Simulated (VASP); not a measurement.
LiCaF3:

```
Li Ca F
1.0
     3.76124    0.00000    0.00000
     0.00000    3.76124    0.00000
     0.00000    0.00000    3.76124
Li Ca F
1 1 3
Direct
  0.50000 0.50000 0.50000
  0.00000 0.00000 0.00000
  0.00000 0.50000 0.50000
  0.50000 0.50000 0.00000
  0.50000 0.00000 0.50000
```

```yaml
Program: VASP 6.6.1
Task: relaxation of cell and atoms
Functional: PBE
Dispersion: D3(BJ)
Potentials_or_basis: VASP PAW PBE potentials, release 64 (Li_sv, Ca_sv, F)
Cutoff: 600 eV
k_mesh: 4 × 4 × 4
Occupations: gaussian, width 0.01 eV
Spin: no spin polarisation
```

At the start: pressure -2.9 GPa; volume 10.64 Å³/atom.

Q: How do energy, volume and symmetry change on relaxing?

A: Over 3 steps the energy falls by 3.5 meV/atom and the volume is 10.26 Å³/atom (-3.6 %); space group Pm-3m (No. 221, to 0.1 Å) before and after.

Step by step:
```
step  energy change (eV)  largest force (eV/Å)  pressure (GPa)  volume (Å³)
   1              0.0000                0.0000           -2.87        53.21
   2             -0.0166                0.0000           -0.74        51.75
   3             -0.0177                0.0000           -0.01        51.30
```

Final structure:
```cif
data_structure
_symmetry_space_group_name_H-M 'P 1'
_symmetry_Int_Tables_number 1
_cell_length_a 3.7158
_cell_length_b 3.7158
_cell_length_c 3.7158
_cell_angle_alpha 90.000
_cell_angle_beta 90.000
_cell_angle_gamma 90.000
_cell_volume 51.30
loop_
_atom_site_label
_atom_site_type_symbol
_atom_site_fract_x
_atom_site_fract_y
_atom_site_fract_z
_atom_site_occupancy
Li1 Li 0.50000 0.50000 0.50000 1
Ca1 Ca 0.00000 0.00000 0.00000 1
F1 F 0.00000 0.50000 0.50000 1
F2 F 0.50000 0.50000 0.00000 1
F3 F 0.50000 0.00000 0.50000 1
```

Caveat: the cutoff is under 1.25 times the usual one of these potentials, so pressure, stress and relaxed cells hold a basis-set (Pulay) error.
